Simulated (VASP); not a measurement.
**C: single point with PBEsol**

The system is C.

```
C
1.0
     1.24950   -2.16422    0.00000
     1.24950    2.16422    0.00000
     0.00000    0.00000    7.29859
C
4
Direct
  0.08338 0.91662 0.75314
  0.58338 0.41662 0.24686
  0.91662 0.08338 0.24686
  0.41662 0.58338 0.75314
```

```yaml
Program: VASP 6.6.1
Task: single point
Functional: PBEsol
Potentials_or_basis: VASP PAW PBE potentials, release 64 (C)
Cutoff: 520 eV
k_mesh: 11 × 11 × 4
Occupations: fermi-dirac, width 0.15 eV
Spin: no spin polarisation
```

The pressure is -11.1 GPa. The largest force is 0.033 eV/Å.

Forces on the atoms (eV/Å):
```
C    0.000  0.033 -0.004
C    0.000  0.033  0.004
C    0.000 -0.033  0.004
C    0.000 -0.033 -0.004
```

Stress tensor (GPa, compression positive):
```
-16.66   0.00   0.00
  0.00 -16.62   0.00
  0.00   0.00   0.07
```

Run time: 51 s on 1 thread of AMD EPYC 7R43 64-Core Processor (Zen 3), on a shared host, peak memory 0.14 GiB.

Caveat: the cell stands under tension; this functional lacks dispersion, which binds the layers, so the pressure and a relaxed spacing across them are unreliable; the PAW data sets were made with another functional, which shifts forces and pressure a little.
